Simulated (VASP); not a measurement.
# Pt (Fm-3m) in VASP: notebook, part 3 of 4

VASP 6.6.1. Earlier steps stand in the parts before.

## 5. Electric field gradients, LDA

This run uses another cell than the first one, of 15.33 Å³/atom, 1.063 times its volume.

File INCAR:

```
SYSTEM = Pt
PREC = Accurate
ENCUT = 520
EDIFF = 1E-8
ISMEAR = -1
SIGMA = 0.05
LREAL = .FALSE.
LASPH = .TRUE.
NELM = 100
ALGO = Normal
ISIF = 2
LWAVE = .FALSE.
LCHARG = .FALSE.
GGA = CA
LEFG = .TRUE.
NBANDS = 11
```

File KPOINTS:

```
Automatic mesh
0
G
  16 16 16
  0 0 0
```

File POSCAR:

```
Pt
1.0
    0.0000000000      1.9715751809      1.9715751809
    1.9715751809      0.0000000000      1.9715751809
    1.9715751809      1.9715751809      0.0000000000
Pt
1
Direct
    0.0000000000      0.0000000000      0.0000000000
```

Potentials or basis: VASP PAW LDA potentials, release 64 (Pt).

Run with:

```sh
cat potpaw_LDA.64/Pt/POTCAR > POTCAR
mpirun -np 1 vasp_std > vasp.out
```

OUTCAR:

```text
SYSTEM = Pt
   PREC = Accurate
   ENCUT = 520
   EDIFF = 1E-8
   ISMEAR = -1
   LREAL = .FALSE.
   LASPH = .TRUE.
   NELM = 100
   ISIF = 2
   GGA = CA

 ion  position               nearest neighbor table
   1  0.000  0.000  0.000-

  LATTYP: Found a face centered cubic cell.
 ALAT       =     3.9431503618

  Lattice vectors:

 A1 = (   0.0000000000,   1.9715751809,   1.9715751809)
 A2 = (   1.9715751809,   0.0000000000,   1.9715751809)
 A3 = (   1.9715751809,   1.9715751809,   0.0000000000)

Analysis of symmetry for initial positions (statically):
=====================================================================
 Subroutine PRICEL returns:
 Original cell was already a primitive cell.

 Routine SETGRP: Setting up the symmetry group for a
 face centered cubic supercell.

 Subroutine GETGRP returns: Found 48 space group operations
 (whereof 48 operations were pure point group operations)
 out of a pool of 48 trial point group operations.

The static configuration has the point symmetry O_h .

Analysis of symmetry for dynamics (positions and initial velocities):
=====================================================================
 Subroutine PRICEL returns:
 Original cell was already a primitive cell.

 Routine SETGRP: Setting up the symmetry group for a
 face centered cubic supercell.

 Subroutine GETGRP returns: Found 48 space group operations
 (whereof 48 operations were pure point group operations)
 out of a pool of 48 trial point group operations.

The dynamic configuration has the point symmetry O_h .

 Subroutine INISYM returns: Found 48 space group operations
 (whereof 48 operations are pure point group operations),
 and found     1 'primitive' translations

----------------------------------------------------------------------------------------

                                     Primitive cell

  volume of cell :      15.3275

  direct lattice vectors                    reciprocal lattice vectors
     0.000000000  1.971575181  1.971575181    -0.253604329  0.253604329  0.253604329
     1.971575181  0.000000000  1.971575181     0.253604329 -0.253604329  0.253604329
     1.971575181  1.971575181  0.000000000     0.253604329  0.253604329 -0.253604329

  length of vectors
     2.788228360  2.788228360  2.788228360     0.439255582  0.439255582  0.439255582

  position of ions in fractional coordinates (direct lattice)
     0.000000000  0.000000000  0.000000000

  ion indices of the primitive-cell ions
   primitive index   ion index
                 1           1

----------------------------------------------------------------------------------------

 KPOINTS: Automatic mesh

Automatic generation of k-mesh.
 Grid dimensions read from file:
 generate k-points for:   16   16   16

 Generating k-lattice:
[... 64 lines left out ...]
   EDIFFG = 0.1E-06   stopping-criterion for IOM
   NSW    =      0    number of steps for IOM
   IBRION =     -1    ionic relax: 0-MD 1-quasi-New 2-CG
   NFREE  =      0    steps in history (QN), initial steepest desc. (CG)
   ISIF   =      2    stress and relaxation
   ISYM   =      2    0-nonsym 1-usesym 2-fastsym
   POTIM  = 0.5000    time-step for ionic-motion
   TEBEG  =    0.0;   TEEND  =   0.0 temperature during run
   PSTRESS=    0.0 pullay stress
   NELECT =      10.0000    total number of electrons
   NUPDOWN=      -1.0000    fix difference up-down
   EMIN   =  10.00;   EMAX   =-10.00  energy-range for DOS
   EFERMI =   0.00;   METHOD = LEGACY
   ISMEAR =    -1;   SIGMA  =   0.05  broadening in eV -4-tet -1-fermi 0-gaus
   EFERMI_NEDOS =   21; number of points for ismear=-14 and -15
   IALGO  =     38    algorithm
   IMIX   =      4    mixing-type and parameters
     AMIX     =   0.40;   BMIX     =  1.00
     AMIX_MAG =   1.60;   BMIX_MAG =  1.00
  volume/ion in A,a.u.               =      15.33       103.43
  Fermi-wavevector in a.u.,A,eV,Ry     =   1.419880  2.683183 27.430132  2.016058
  Thomas-Fermi vector in A             =   2.540854
   LORBIT       =      0    0 simple, 1 ext, 2 COOP (PROOUT), +10 PAW based schemes
   GGA     = CA    functional components
   LHFCALC =     F    Hartree Fock is set to
   AEXX    =    0.0000 exact exchange contribution
   IVDW    =     0    specifies the selected vdW correction
   LEPSILON=     F    determine dielectric tensor
   LRPA    =     F    only Hartree local field effects (RPA)
 non-spin polarized calculation
  energy-cutoff  :      520.00
  volume of cell :       15.33
 maximum number of plane-waves:       428
 NGX is ok and might be reduce to    24
   NGX = 11   NGY = 11   NGZ = 11

 number of electron      10.0000001 magnetization

 Free energy of the ion-electron system (eV)
  ---------------------------------------------------
  ext. energy  EPLUGINS =         0.00000000
  ---------------------------------------------------
  free energy    TOTEN  =        -7.49567389 eV

  energy without entropy =       -7.47818146  energy(sigma->0) =       -7.48692767

 E-fermi :  10.8040     XC(G=0): -13.5943

 val. band max:       10.7926078887   @ k =  -0.2500   0.1250   0.0000
 cond. band min:      10.8181013320   @ k =  -0.4375   0.3125   0.0000
 fundamental gap:      0.0254934434
 Fermi energy:        10.8039838304

 k-point     1 :       0.0000    0.0000    0.0000
  band No.  band energies     occupation
      1       0.7604      2.00000
      2       7.1008      2.00000
      3       7.1008      2.00000
      4       7.1008      2.00000
      5       9.2364      2.00000
      6       9.2364      2.00000
      7      25.4944      0.00000
      8      30.3231      0.00000
      9      30.3231      0.00000
     10      30.3231      0.00000
     11      35.7182      0.00000
[... 309 lines left out ...]
 k-point    24 :      -0.0625    0.0625    0.0000
  band No.  band energies     occupation
      1       1.1686      2.00000
      2       6.9064      2.00000
      3       7.2475      2.00000
      4       7.2912      2.00000
      5       9.0484      2.00000
      6       9.2627      2.00000
      7      26.1107      0.00000
      8      28.7532      0.00000
      9      30.3770      0.00000
     10      31.2097      0.00000
     11      37.3083      0.00000

 [... further k-points ...]
[... 5 lines left out ...]
  --------------------------------------------------------------------------------------
  -------------------------------------------------------------------------------------
  Total       -0.9446714     -0.9446714     -0.9446714      0.0000000     -0.0000000      0.0000000
  in kB      -98.7464176    -98.7464176    -98.7464176      0.0000000     -0.0000000      0.0000000
  external PRESSURE =     -98.7464176 kB  Pullay stress =       0.0000000 kB

 VOLUME and BASIS-vectors are now :
 -----------------------------------------------------------------------------
  energy-cutoff  :      520.00
  volume of cell :       15.33
      direct lattice vectors                 reciprocal lattice vectors
     0.000000000  1.971575181  1.971575181    -0.253604329  0.253604329  0.253604329
     1.971575181  0.000000000  1.971575181     0.253604329 -0.253604329  0.253604329
     1.971575181  1.971575181  0.000000000     0.253604329  0.253604329 -0.253604329

 POSITION                                       TOTAL-FORCE (eV/Angst)
 -----------------------------------------------------------------------------------
      0.00000      0.00000      0.00000         0.000000      0.000000      0.000000
 -----------------------------------------------------------------------------------
    total drift:                               -0.000000      0.000000     -0.000000

  FREE ENERGIE OF THE ION-ELECTRON SYSTEM (eV)
  ---------------------------------------------------
  free  energy   TOTEN  =        -7.4956738913 eV

  energy  without entropy=       -7.4781814584  energy(sigma->0) =       -7.48692767

 Electric field gradients (V/A^2)
---------------------------------------------------------------------
 ion       V_xx      V_yy      V_zz      V_xy      V_xz      V_yz
---------------------------------------------------------------------
   1       0.000     0.000     0.000     0.000     0.000     0.000
---------------------------------------------------------------------

 Electric field gradients after diagonalization (V/A^2)
 (convention: |V_zz| > |V_xx| > |V_yy|)
----------------------------------------------------------------------
 ion       V_xx      V_yy      V_zz     asymmetry (V_yy - V_xx)/ V_zz
----------------------------------------------------------------------
   1      -0.000    -0.000     0.000       0.000
----------------------------------------------------------------------

           NMR quadrupolar parameters

 Cq : quadrupolar parameter    Cq=e*Q*V_zz/h
 eta: asymmetry parameters     (V_yy - V_xx)/ V_zz
 Q  : nuclear electric quadrupole moment in mb (millibarn)
----------------------------------------------------------------------
 ion       Cq(MHz)       eta       Q (mb)
----------------------------------------------------------------------
   1       0.000       0.000       1.000
----------------------------------------------------------------------
```

OSZICAR:

```text
N       E                     dE             d eps       ncg     rms          rms(c)
DAV:   1     0.385016747497E+02    0.38502E+02   -0.53523E+03  3230   0.847E+02
DAV:   2    -0.727872521192E+01   -0.45780E+02   -0.43818E+02  3681   0.176E+02
DAV:   3    -0.793717108567E+01   -0.65845E+00   -0.65567E+00  3729   0.200E+01
DAV:   4    -0.793976447541E+01   -0.25934E-02   -0.25932E-02  3652   0.149E+00
DAV:   5    -0.793978510545E+01   -0.20630E-04   -0.20630E-04  3786   0.124E-01    0.126E+01
DAV:   6    -0.754047126004E+01    0.39931E+00   -0.98156E-01  3439   0.766E+00    0.645E+00
DAV:   7    -0.750013935161E+01    0.40332E-01   -0.13234E-01  3691   0.272E+00    0.256E+00
DAV:   8    -0.749582578628E+01    0.43136E-02   -0.44445E-03  3481   0.637E-01    0.538E-01
DAV:   9    -0.749567066685E+01    0.15512E-03   -0.75377E-05  3559   0.843E-02    0.137E-02
DAV:  10    -0.749567384766E+01   -0.31808E-05   -0.18133E-06  3733   0.911E-03    0.192E-03
DAV:  11    -0.749567388815E+01   -0.40484E-07   -0.52026E-08  3785   0.202E-03    0.104E-03
DAV:  12    -0.749567389128E+01   -0.31320E-08   -0.15957E-09  2179   0.237E-04
   1 F= -.74956739E+01 E0= -.74869277E+01  d E =-.174924E-01
```

Wall time 11 s (1 thread of Intel Xeon Platinum 8559C (Emerald Rapids), shared host); peak memory 0.15 GiB.

What came out:

```yaml
Free_energy: -7.4957 eV
Pressure: -9.9 GPa
Band_gap_on_the_k_mesh: zero (band 5 reaches 11.29 eV, above the bottom of band 6 at 9.14 eV)
```

Caveat: without QUAD_EFG the Cq values of the log hold for a quadrupole moment of 1 mb, not for the nuclei; spin-orbit coupling is left out, which moves the levels of the heavy elements.

## 6. Electric field gradients, LDA (volume scaled by 1.02)

File INCAR:

```
ALGO = Normal ; EDIFF = 1E-8
ENCUT = 520 ; GGA = CA
ISIF = 2 ; ISMEAR = -1
LASPH = T ; LCHARG = F
LEFG = T ; LREAL = F
LWAVE = F ; NBANDS = 11
NELM = 80 ; PREC = Accurate
SIGMA = 0.05
```

File KPOINTS:

```
k-points
0
Gamma
  16 16 16
```

File POSCAR:

```
Pt
1.0
    0.0000000000      1.9846323507      1.9846323507
    1.9846323507      0.0000000000      1.9846323507
    1.9846323507      1.9846323507      0.0000000000
Pt
1
Direct
    0.0000000000      0.0000000000      0.0000000000
```

Potentials or basis: VASP PAW LDA potentials, release 64 (Pt).

Run with:

```sh
cat potpaw_LDA.64/Pt/POTCAR > POTCAR
mpirun -np 1 vasp_std > vasp.out
```

OUTCAR:

```text
EDIFF = 1E-8
   ENCUT = 520
   GGA = CA
   ISIF = 2
   ISMEAR = -1
   LASPH = T
   LREAL = F
   NELM = 80
   PREC = Accurate

 ion  position               nearest neighbor table
   1  0.000  0.000  0.000-

  LATTYP: Found a face centered cubic cell.
 ALAT       =     3.9692647014

  Lattice vectors:

 A1 = (   0.0000000000,   1.9846323507,   1.9846323507)
 A2 = (   1.9846323507,   0.0000000000,   1.9846323507)
 A3 = (   1.9846323507,   1.9846323507,   0.0000000000)

Analysis of symmetry for initial positions (statically):
=====================================================================
 Subroutine PRICEL returns:
 Original cell was already a primitive cell.

 Routine SETGRP: Setting up the symmetry group for a
 face centered cubic supercell.

 Subroutine GETGRP returns: Found 48 space group operations
 (whereof 48 operations were pure point group operations)
 out of a pool of 48 trial point group operations.

The static configuration has the point symmetry O_h .

Analysis of symmetry for dynamics (positions and initial velocities):
=====================================================================
 Subroutine PRICEL returns:
 Original cell was already a primitive cell.

 Routine SETGRP: Setting up the symmetry group for a
 face centered cubic supercell.

 Subroutine GETGRP returns: Found 48 space group operations
 (whereof 48 operations were pure point group operations)
 out of a pool of 48 trial point group operations.

The dynamic configuration has the point symmetry O_h .

 Subroutine INISYM returns: Found 48 space group operations
 (whereof 48 operations are pure point group operations),
[... 151 lines left out ...]
      1       0.6022      2.00000
      2       6.8424      2.00000
      3       6.8424      2.00000
      4       6.8424      2.00000
      5       8.9098      2.00000
      6       8.9098      2.00000
      7      25.1700      0.00000
      8      29.8864      0.00000
      9      29.8864      0.00000
     10      29.8864      0.00000
     11      35.2106      0.00000
[... 309 lines left out ...]
 k-point    24 :      -0.0625    0.0625    0.0000
  band No.  band energies     occupation
      1       1.0026      2.00000
      2       6.6551      2.00000
      3       6.9849      2.00000
      4       7.0272      2.00000
      5       8.7293      2.00000
      6       8.9359      2.00000
      7      25.7637      0.00000
      8      28.3179      0.00000
      9      29.9157      0.00000
     10      30.7531      0.00000
     11      36.6981      0.00000

 [... further k-points ...]
[... 5 lines left out ...]
  --------------------------------------------------------------------------------------
  -------------------------------------------------------------------------------------
  Total       -1.4246846     -1.4246846     -1.4246846      0.0000000      0.0000000     -0.0000000
  in kB     -146.0021061   -146.0021061   -146.0021061      0.0000000      0.0000000     -0.0000000
  external PRESSURE =    -146.0021061 kB  Pullay stress =       0.0000000 kB

 VOLUME and BASIS-vectors are now :
 -----------------------------------------------------------------------------
  energy-cutoff  :      520.00
  volume of cell :       15.63
      direct lattice vectors                 reciprocal lattice vectors
     0.000000000  1.984632351  1.984632351    -0.251935831  0.251935831  0.251935831
     1.984632351  0.000000000  1.984632351     0.251935831 -0.251935831  0.251935831
     1.984632351  1.984632351  0.000000000     0.251935831  0.251935831 -0.251935831

 POSITION                                       TOTAL-FORCE (eV/Angst)
 -----------------------------------------------------------------------------------
      0.00000      0.00000      0.00000        -0.000000     -0.000000     -0.000000
 -----------------------------------------------------------------------------------
    total drift:                                0.000000      0.000000     -0.000000

  FREE ENERGIE OF THE ION-ELECTRON SYSTEM (eV)
  ---------------------------------------------------
  free  energy   TOTEN  =        -7.4724277323 eV

  energy  without entropy=       -7.4543840992  energy(sigma->0) =       -7.46340592

 Electric field gradients (V/A^2)
---------------------------------------------------------------------
 ion       V_xx      V_yy      V_zz      V_xy      V_xz      V_yz
---------------------------------------------------------------------
   1      -0.000    -0.000     0.000     0.000     0.000     0.000
---------------------------------------------------------------------

 Electric field gradients after diagonalization (V/A^2)
 (convention: |V_zz| > |V_xx| > |V_yy|)
----------------------------------------------------------------------
 ion       V_xx      V_yy      V_zz     asymmetry (V_yy - V_xx)/ V_zz
----------------------------------------------------------------------
   1      -0.000    -0.000     0.000       0.000
----------------------------------------------------------------------

           NMR quadrupolar parameters

 Cq : quadrupolar parameter    Cq=e*Q*V_zz/h
 eta: asymmetry parameters     (V_yy - V_xx)/ V_zz
 Q  : nuclear electric quadrupole moment in mb (millibarn)
----------------------------------------------------------------------
 ion       Cq(MHz)       eta       Q (mb)
----------------------------------------------------------------------
   1       0.000       0.000       1.000
----------------------------------------------------------------------
```

OSZICAR:

```text
N       E                     dE             d eps       ncg     rms          rms(c)
DAV:   1     0.395876338198E+02    0.39588E+02   -0.53010E+03  3230   0.845E+02
DAV:   2    -0.725059691081E+01   -0.46838E+02   -0.44914E+02  3660   0.176E+02
DAV:   3    -0.791742487030E+01   -0.66683E+00   -0.66185E+00  3766   0.200E+01
DAV:   4    -0.791989903832E+01   -0.24742E-02   -0.24740E-02  3652   0.144E+00
DAV:   5    -0.791991861167E+01   -0.19573E-04   -0.19575E-04  3757   0.119E-01    0.119E+01
DAV:   6    -0.751437786799E+01    0.40554E+00   -0.10340E+00  3403   0.780E+00    0.607E+00
DAV:   7    -0.747673420155E+01    0.37644E-01   -0.12521E-01  3685   0.262E+00    0.252E+00
DAV:   8    -0.747258108458E+01    0.41531E-02   -0.40232E-03  3490   0.606E-01    0.532E-01
DAV:   9    -0.747242465885E+01    0.15643E-03   -0.78435E-05  3550   0.856E-02    0.143E-02
DAV:  10    -0.747242768566E+01   -0.30268E-05   -0.18153E-06  3737   0.909E-03    0.221E-03
DAV:  11    -0.747242772850E+01   -0.42845E-07   -0.55551E-08  3724   0.209E-03    0.994E-04
DAV:  12    -0.747242773228E+01   -0.37755E-08   -0.14975E-09  2166   0.238E-04
   1 F= -.74724277E+01 E0= -.74634059E+01  d E =-.180436E-01
```

stdout:

```text
POSCAR found type information on POSCAR Pt
 POSCAR found :  1 types and       1 ions
 scaLAPACK will be used
 LDA part: xc-table for (Slater(with rela. corr.)+CA(PZ))
 , standard interpolation
 POSCAR, INCAR and KPOINTS ok, starting setup
 FFT: planning ... GRIDC
 FFT: planning ... GRID_SOFT
 FFT: planning ... GRID
 WAVECAR not read
 entering main loop
ion   1
```

Wall time 12 s (1 thread of Intel Xeon Platinum 8559C (Emerald Rapids), shared host); peak memory 0.15 GiB.

Results:

```yaml
Free_energy: -7.4724 eV
Pressure: -14.6 GPa
Band_gap_on_the_k_mesh: zero (band 5 reaches 10.90 eV, above the bottom of band 6 at 8.82 eV)
```

Levels at points of the mesh, in eV from the Fermi level:
| k point | band 3 | band 4 | band 5 | band 6 | band 7 | band 8 |
| --- | --- | --- | --- | --- | --- | --- |
| (0.00, 0.00, 0.00) | -3.58 | -3.58 | -1.52 | -1.52 | 14.74 | 19.46 |
| (0.50, 0.00, 0.00) | -3.63 | -0.31 | 0.05 | 0.05 | 5.57 | 14.30 |
| (0.50, 0.50, 0.00) | 0.03 | 0.47 | 0.47 | 1.85 | 8.49 | 11.24 |

Caveat: the cell differs from its parent crystal (volume scaled by 1.02); without QUAD_EFG the Cq values of the log hold for a quadrupole moment of 1 mb, not for the nuclei; spin-orbit coupling is left out, which moves the levels of the heavy elements.

[end of part 3 of 4]
